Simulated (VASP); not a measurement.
Set up this calculation in VASP 6.6.1, as the native input.

- Task: single point
- Functional: PBE
- Potentials or basis: VASP PAW PBE potentials, release 64 (Al, Cu)
- Cutoff: 520 eV
- k mesh: 10 × 10 × 10
- Occupations: gaussian, width 0.15 eV
- Spin: no spin polarisation
- Dipole correction: no
- Further INCAR settings: ALGO = Fast; EDIFF = 1e-06; NBANDS = 26

The structure of Al2Cu lies in POSCAR:

```
Al2Cu
1.0
   -2.8748500000      2.8748500000      2.3924500000
    2.8748500000     -2.8748500000      2.3924500000
    2.8748500000      2.8748500000     -2.3924500000
Al Cu
4 2
Direct
    0.1587211657      0.6587211657      0.8174423314
    0.6587211657      0.8412788343      0.5000000000
    0.8412788343      0.3412788343      0.1825576686
    0.3412788343      0.1587211657      0.5000000000
    0.7500000000      0.7500000000      0.0000000000
    0.2500000000      0.2500000000      0.0000000000
```

One way to write it, as run:

INCAR

```
SYSTEM = Al2Cu
PREC = Accurate ; ENCUT = 520
EDIFF = 1E-6 ; ISMEAR = 0
SIGMA = 0.15 ; LREAL = .False.
LASPH = .True. ; NELM = 60
ALGO = Fast ; ISIF = 2
LWAVE = .False. ; LCHARG = .False.
GGA = PE ; NBANDS = 26
```

KPOINTS

```
regular mesh
0
Gamma
  10 10 10
  0 0 0
```

Potentials or basis: VASP PAW PBE potentials, release 64 (Al, Cu).

The run is started by

```bash
$ cat potpaw_PBE.64/Al/POTCAR potpaw_PBE.64/Cu/POTCAR > POTCAR
$ mpirun -np 1 vasp_std > vasp.out
```

Results of the run:

```json
{"Pressure": "16.6 GPa", "Largest force": "0.024 eV/Å", "Band gap on the k mesh": "zero (bands 17 and 18 overlap by 4.36 eV)"}
```

Caveat: the stress differs along the axes, from 13 to 18 GPa.

It took 110 s on 1 thread of Intel(R) Xeon(R) 6975P-C (Granite Rapids) (shared host), peak memory 0.31 GiB.
